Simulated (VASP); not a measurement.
Set up this calculation in VASP 6.6.1, as the native input.

```yaml
Task: single point
Functional: r2SCAN
Potentials_or_basis: VASP PAW PBE potentials, release 64 (Ga_d, N_h)
Cutoff: 910 eV
k_mesh: 8 × 8 × 6
Occupations: gaussian, width 0.05 eV
Spin: no spin polarisation
Dipole_correction: no
Further_INCAR_settings: ALGO = Normal; EDIFF = 1e-06; NBANDS = 26
```

Crystal: GaN.

```xyz
4
Lattice="3.1772 0.0000 0.0000 -1.5886 2.7515 0.0000 0.0000 0.0000 5.1752" Properties=species:S:1:pos:R:3 pbc="T T T"
Ga    0.0000    1.8343   -0.0043
Ga    1.5886    0.9172    2.5833
N     0.0000    1.8343    1.9450
N     1.5886    0.9172    4.5326
```

The input as run:

POSCAR

```
GaN
1.0
    3.1771651428      0.0000000001      0.0000000000
   -1.5885825715      2.7515057256      0.0000000000
    0.0000000000      0.0000000000      5.1752186774
Ga N
2 2
Direct
    0.3333333333      0.6666666667     -0.0008277438
    0.6666666667      0.3333333333      0.4991722562
    0.3333333333      0.6666666667      0.3758277438
    0.6666666667      0.3333333333      0.8758277438
```

INCAR.step1

```
PREC = Accurate
ENCUT = 910
ISMEAR = 0
SIGMA = 0.05
LREAL = False
LASPH = True
NELM = 120
NBANDS = 26
GGA = PE
ALGO = Normal
EDIFF = 1E-5
LWAVE = True
LCHARG = False
GGA_COMPAT = False
```

INCAR.step2

```
PREC = Accurate
ENCUT = 910
EDIFF = 1E-6
ISMEAR = 0
SIGMA = 0.05
LREAL = False
LASPH = True
NELM = 120
ALGO = Normal
ISIF = 2
LWAVE = False
LCHARG = False
METAGGA = R2SCAN
LMIXTAU = True
NBANDS = 26
ISTART = 1
GGA_COMPAT = False
```

KPOINTS

```
regular mesh
0
Gamma
  8 8 6
```

Potentials or basis: VASP PAW PBE potentials, release 64 (Ga_d, N_h).

Run with:

```sh
$ cat potpaw_PBE.64/Ga_d/POTCAR potpaw_PBE.64/N_h/POTCAR > POTCAR
$ cp INCAR.step1 INCAR
$ mpirun -np 1 vasp_std > vasp.out
$ cp INCAR.step2 INCAR
$ mpirun -np 1 vasp_std > vasp.out
```

It gave:

```
Pressure               : 2.1 GPa
Largest force          : 0.004 eV/Å
Band gap on the k mesh : 2.38 eV
```

Caveat: the cutoff is under 1.25 times the usual one of these potentials, so pressure, stress and relaxed cells hold a basis-set (Pulay) error; the PAW data sets were made with another functional, which shifts forces and pressure a little.

It took 14 min on 1 thread of AMD EPYC 7571 (shared host), peak memory 0.26 GiB.
